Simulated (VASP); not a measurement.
# Hf (I4/mmm) in VASP: further runs

The runs below take Hf through single point, with PBEsol.

Program: VASP 6.6.1. These are calculated values, not measurements. Logs are shortened: lines on timing, memory, paths and dates and some standing lists are left out, and cuts for length are marked.

**1. The cell of the first run**

It takes space group I4/mmm (No. 139, tetragonal). Conventional cell: a = 3.664 Å, b = 3.664 Å, c = 3.718 Å, α = 90.00°, β = 90.00°, γ = 90.00°. Hf (site symmetry 4/mmm) has 14 Hf at 3.19 to 3.72 Å within 4.2 Å.

**2. Single point, PBEsol (strain +0.015 along x and y, +0.030 along z)**

Contents of INCAR:

```
ALGO = Fast ; EDIFF = 1E-7
ENCUT = 520 ; GGA = PS
ISIF = 2 ; ISMEAR = 0
LASPH = T ; LCHARG = T
LELF = T ; LREAL = F
LVHAR = T ; LWAVE = F
NBANDS = 11 ; NELM = 60
PREC = Accurate ; SIGMA = 0.15
```

Contents of KPOINTS:

```
k-points
0
Gamma
  18 18 18
```

Contents of POSCAR:

```
Hf
1.0
   -1.8320750000      1.8320750000      1.8591500000
    1.8320750000     -1.8320750000      1.8591500000
    1.8320750000      1.8320750000     -1.8591500000
Hf
1
Direct
    0.0000000000      0.0000000000      0.0000000000
```

Potentials or basis: VASP PAW PBE potentials, release 64 (Hf_pv).

Run with:

```console
> cat potpaw_PBE.64/Hf_pv/POTCAR > POTCAR
> mpirun -np 1 vasp_std > vasp.out
```

OUTCAR:

```text
EDIFF = 1E-7
   ENCUT = 520
   GGA = PS
   ISIF = 2
   ISMEAR = 0
   LASPH = T
   LREAL = F
   NELM = 60
   PREC = Accurate

 ion  position               nearest neighbor table
   1  0.000  0.000  0.000-

  LATTYP: Found a body centered tetragonal cell.
 ALAT       =     3.6641500000
 C/A-ratio  =     1.0147783251

  Lattice vectors:

 A1 = (  -1.8320750000,   1.8320750000,   1.8591500000)
 A2 = (   1.8320750000,  -1.8320750000,   1.8591500000)
 A3 = (   1.8320750000,   1.8320750000,  -1.8591500000)

Analysis of symmetry for initial positions (statically):
=====================================================================
 Subroutine PRICEL returns:
 Original cell was already a primitive cell.

 Routine SETGRP: Setting up the symmetry group for a
 body centered tetragonal supercell.

 Subroutine GETGRP returns: Found 16 space group operations
 (whereof 16 operations were pure point group operations)
 out of a pool of 16 trial point group operations.

The static configuration has the point symmetry D_4h.

Analysis of symmetry for dynamics (positions and initial velocities):
=====================================================================
 Subroutine PRICEL returns:
 Original cell was already a primitive cell.

 Routine SETGRP: Setting up the symmetry group for a
 body centered tetragonal supercell.

 Subroutine GETGRP returns: Found 16 space group operations
 (whereof 16 operations were pure point group operations)
 out of a pool of 16 trial point group operations.

The dynamic configuration has the point symmetry D_4h.

 Subroutine INISYM returns: Found 16 space group operations
 (whereof 16 operations are pure point group operations),
 and found     1 'primitive' translations

----------------------------------------------------------------------------------------

                                     Primitive cell

  volume of cell :      24.9609

  direct lattice vectors                    reciprocal lattice vectors
    -1.832075000  1.832075000  1.859150000     0.000000000  0.272914591  0.268940107
     1.832075000 -1.832075000  1.859150000     0.272914591  0.000000000  0.268940107
     1.832075000  1.832075000 -1.859150000     0.272914591  0.272914591  0.000000000

  length of vectors
     3.188955367  3.188955367  3.188955367     0.383159439  0.383159439  0.385959516

  position of ions in fractional coordinates (direct lattice)
     0.000000000  0.000000000  0.000000000

  ion indices of the primitive-cell ions
   primitive index   ion index
                 1           1

[... 80 lines left out ...]
   TEBEG  =    0.0;   TEEND  =   0.0 temperature during run
   PSTRESS=    0.0 pullay stress
   NELECT =      10.0000    total number of electrons
   NUPDOWN=      -1.0000    fix difference up-down
   EMIN   =  10.00;   EMAX   =-10.00  energy-range for DOS
   EFERMI =   0.00;   METHOD = LEGACY
   ISMEAR =     0;   SIGMA  =   0.15  broadening in eV -4-tet -1-fermi 0-gaus
   EFERMI_NEDOS =   21; number of points for ismear=-14 and -15
   IALGO  =     68    algorithm
   IMIX   =      4    mixing-type and parameters
     AMIX     =   0.40;   BMIX     =  1.00
     AMIX_MAG =   1.60;   BMIX_MAG =  1.00
  volume/ion in A,a.u.               =      24.96       168.44
  Fermi-wavevector in a.u.,A,eV,Ry     =   1.206853  2.280622 19.816820  1.456495
  Thomas-Fermi vector in A             =   2.342508
   LORBIT       =      0    0 simple, 1 ext, 2 COOP (PROOUT), +10 PAW based schemes
   GGA     = PS    functional components
   LHFCALC =     F    Hartree Fock is set to
   AEXX    =    0.0000 exact exchange contribution
   IVDW    =     0    specifies the selected vdW correction
   LEPSILON=     F    determine dielectric tensor
   LRPA    =     F    only Hartree local field effects (RPA)
 non-spin polarized calculation
 RMM-DIIS sequential band-by-band and
 Gauss-broadening in eV      SIGMA  =   0.15
  energy-cutoff  :      520.00
  volume of cell :       24.96
 maximum number of plane-waves:       689
   NGX = 11   NGY = 11   NGZ = 11

 number of electron      10.0000000 magnetization

 number of electron       9.9999999 magnetization

 Free energy of the ion-electron system (eV)
  ---------------------------------------------------
  ext. energy  EPLUGINS =         0.00000000
  ---------------------------------------------------
  free energy    TOTEN  =       -10.17094411 eV

  energy without entropy =      -10.14507374  energy(sigma->0) =      -10.15800892

 E-fermi :   3.7255     XC(G=0): -10.9019

 val. band max:        3.7247125510   @ k =  -0.1111   0.3889   0.0556
 cond. band min:       3.7349115214   @ k =  -0.3333   0.3333   0.0556
 fundamental gap:      0.0101989704
 Fermi energy:         3.7254919464

 k-point     1 :       0.0000    0.0000    0.0000
  band No.  band energies     occupation
      1     -26.4983      2.00000
      2     -26.4982      2.00000
      3     -26.4982      2.00000
      4      -2.9651      2.00000
      5       5.0800      0.00000
      6       5.0800      0.00000
      7       5.2204      0.00000
      8       7.5132      0.00000
      9       7.7046      0.00000
     10      16.3797      0.00000
     11      16.5921      0.00000
[... 309 lines left out ...]
 k-point    24 :      -0.2222    0.0556    0.0000
  band No.  band energies     occupation
      1     -26.7001      2.00000
      2     -26.5583      2.00000
      3     -26.5049      2.00000
      4      -1.7395      2.00000
      5       4.4594      0.00000
      6       4.5211      0.00000
      7       6.3956      0.00000
      8       6.9636      0.00000
      9       7.7525      0.00000
     10      16.9956      0.00000
     11      17.7602      0.00000

 [... further k-points ...]

------------------------ aborting loop because EDIFF is reached ----------------------------------------

  FORCE on cell =-STRESS in cart. coord.  units (eV):
  Direction    XX          YY          ZZ          XY          YZ          ZX
  --------------------------------------------------------------------------------------
  -------------------------------------------------------------------------------------
  Total       -2.1036830     -2.1036830     -1.9948292      0.0000000      0.0000000      0.0000000
  in kB     -135.0299074   -135.0299074   -128.0428619      0.0000000      0.0000000      0.0000000
  external PRESSURE =    -132.7008923 kB  Pullay stress =       0.0000000 kB

 VOLUME and BASIS-vectors are now :
 -----------------------------------------------------------------------------
  energy-cutoff  :      520.00
  volume of cell :       24.96
      direct lattice vectors                 reciprocal lattice vectors
    -1.832075000  1.832075000  1.859150000     0.000000000  0.272914591  0.268940107
     1.832075000 -1.832075000  1.859150000     0.272914591  0.000000000  0.268940107
     1.832075000  1.832075000 -1.859150000     0.272914591  0.272914591  0.000000000

 POSITION                                       TOTAL-FORCE (eV/Angst)
 -----------------------------------------------------------------------------------
      0.00000      0.00000      0.00000         0.000000     -0.000000     -0.000000
 -----------------------------------------------------------------------------------
    total drift:                                0.000000      0.000000     -0.000000

  FREE ENERGIE OF THE ION-ELECTRON SYSTEM (eV)
  ---------------------------------------------------
  free  energy   TOTEN  =       -10.1709441107 eV

  energy  without entropy=      -10.1450737389  energy(sigma->0) =      -10.15800892
```

OSZICAR:

```text
N       E                     dE             d eps       ncg     rms          rms(c)
DAV:   1     0.120333888614E+02    0.12033E+02   -0.56729E+03 10608   0.831E+02
DAV:   2    -0.101573112309E+02   -0.22191E+02   -0.21501E+02 13477   0.152E+02
DAV:   3    -0.106365855239E+02   -0.47927E+00   -0.47111E+00 13288   0.152E+01
[... 11 lines left out ...]
RMM:  15    -0.101709433072E+02    0.32904E-06   -0.12098E-06 12469   0.911E-03    0.430E-02
RMM:  16    -0.101709435292E+02   -0.22201E-06   -0.27480E-07 12091   0.485E-03    0.302E-02
RMM:  17    -0.101709439982E+02   -0.46895E-06   -0.44572E-07 12146   0.544E-03    0.630E-03
RMM:  18    -0.101709441009E+02   -0.10270E-06   -0.10874E-07  7738   0.293E-03    0.162E-03
RMM:  19    -0.101709441107E+02   -0.97913E-08   -0.74630E-09  6713   0.739E-04
   1 F= -.10170944E+02 E0= -.10158009E+02  d E =-.258704E-01
```

stdout:

```text
POSCAR found type information on POSCAR Hf
 POSCAR found :  1 types and       1 ions
 scaLAPACK will be used
 -----------------------------------------------------------------------------
|                                                                             |
|                                                                             |
|     You enforced a specific xc type in the INCAR file but a different       |
|     I HOPE YOU KNOW WHAT YOU ARE DOING!                                     |
|                                                                             |
 -----------------------------------------------------------------------------

 LDA part: xc-table for (Slater+PW92), standard interpolation
 POSCAR, INCAR and KPOINTS ok, starting setup
 FFT: planning ... GRIDC
 FFT: planning ... GRID_SOFT
 FFT: planning ... GRID
 WAVECAR not read
 entering main loop
WARNING in EDDRMM: call to ZHEGV failed, returncode =   8  4     11
```

Run time: 1.9 min. Hardware: 1 thread of Intel Xeon 8259CL, shared host; peak memory 0.25 GiB.

Results:

```yaml
Free_energy: -10.1709 eV
Pressure: -13.3 GPa
Band_gap_on_the_k_mesh: zero (bands 5 and 6 overlap by 2.02 eV)
```

Stress tensor (GPa, compression positive):
```
-13.50   0.00   0.00
  0.00 -13.50   0.00
  0.00   0.00 -12.80
```

Caveat: the cell differs from its parent crystal (strain +0.015 along x and y, +0.030 along z); the cell stands under tension; the PAW data sets were made with another functional, which shifts forces and pressure a little; spin-orbit coupling is left out, which moves the levels of the heavy elements.

**3. Single point, PBEsol (strain +0.030 along x and y, +0.015 along z)**

Contents of INCAR:

```
PREC = Accurate ; ENCUT = 520
EDIFF = 1E-7 ; ISMEAR = 0
SIGMA = 0.15 ; LREAL = F
LASPH = T ; NELM = 100
ALGO = Normal ; ISIF = 2
LWAVE = F ; LCHARG = F
GGA = PS ; NBANDS = 11
```

Contents of KPOINTS:

```
regular mesh
0
Gamma
  18 18 18
```

Contents of POSCAR:

```
Hf
1.0
   -1.8591500000      1.8591500000      1.8320750000
    1.8591500000     -1.8591500000      1.8320750000
    1.8591500000      1.8591500000     -1.8320750000
Hf
1
Direct
    0.0000000000      0.0000000000      0.0000000000
```

Potentials or basis: VASP PAW PBE potentials, release 64 (Hf_pv).

Run with:

```console
> cat potpaw_PBE.64/Hf_pv/POTCAR > POTCAR
> mpirun -np 1 vasp_std > vasp.out
```

Wall time 76 s (1 thread of Intel Xeon 8259CL, shared host); peak memory 0.25 GiB.

It converged, with:

| Property | Result |
| --- | --- |
| Free energy | -10.1395 eV |
| Pressure | -14.1 GPa |
| Band gap on the k mesh | zero (bands 5 and 6 overlap by 2.04 eV) |

Stress tensor (GPa, compression positive):
```
-13.86   0.00   0.00
  0.00 -13.86   0.00
  0.00   0.00 -14.64
```

Levels at points of the mesh, in eV from the Fermi level:
| k point | band 2 | band 3 | band 4 | band 5 | band 6 | band 7 | band 8 | band 9 |
| --- | --- | --- | --- | --- | --- | --- | --- | --- |
| (0.00, 0.00, 0.00) | -30.28 | -30.28 | -6.64 | 1.29 | 1.43 | 1.43 | 3.73 | 3.92 |
| (0.50, 0.00, 0.00) | -30.46 | -30.29 | -3.03 | -0.39 | 0.71 | 3.64 | 4.52 | 6.55 |
| (0.50, 0.50, 0.00) | -30.46 | -30.28 | -3.06 | -0.24 | 0.64 | 3.47 | 4.42 | 6.52 |
| (0.50, 0.50, 0.50) | -30.67 | -30.66 | -2.11 | -2.08 | 5.85 | 5.85 | 5.89 | 6.20 |

Caveat: the cell differs from its parent crystal (strain +0.030 along x and y, +0.015 along z); the cell stands under tension; the PAW data sets were made with another functional, which shifts forces and pressure a little; spin-orbit coupling is left out, which moves the levels of the heavy elements.
